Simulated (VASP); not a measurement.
A run of VASP 6.6.1 is set up as follows.

INCAR

```
  PREC = Accurate
  ENCUT = 520
  EDIFF = 1E-7
  ISMEAR = 0
  SIGMA = 0.1
  LREAL = F
  LASPH = T
  NELM = 80
  ALGO = Fast
  ISIF = 2
  LWAVE = F
  LCHARG = T
  GGA = PE
  LELF = T
  LVHAR = T
  NBANDS = 28
```

File KPOINTS:

```
regular mesh
0
Gamma
  6 6 2
```

The input POSCAR:

```
InRu2
1.0
    2.8068999108      0.0000000032      0.0000000000
   -1.4034499582      2.4308466271      0.0000000000
    0.0000000000      0.0000000000     13.3381553372
In Ru
1 2
Direct
    0.0000000000      0.0000000000      0.0000000000
    0.3333333333      0.6666666667      0.8296175500
    0.3333333333      0.6666666667      0.1703824500
```

Potentials or basis: VASP PAW PBE potentials, release 64 (In_d, Ru_pv).

Launch:

```bash
$ cat potpaw_PBE.64/In_d/POTCAR potpaw_PBE.64/Ru_pv/POTCAR > POTCAR
$ mpirun -np 1 vasp_std > vasp.out
```

(1) What does it give for the largest force?

## Answers

(1) 0.005 eV/Å.

Caveat: the k points lie up to 0.43 Å⁻¹ apart.
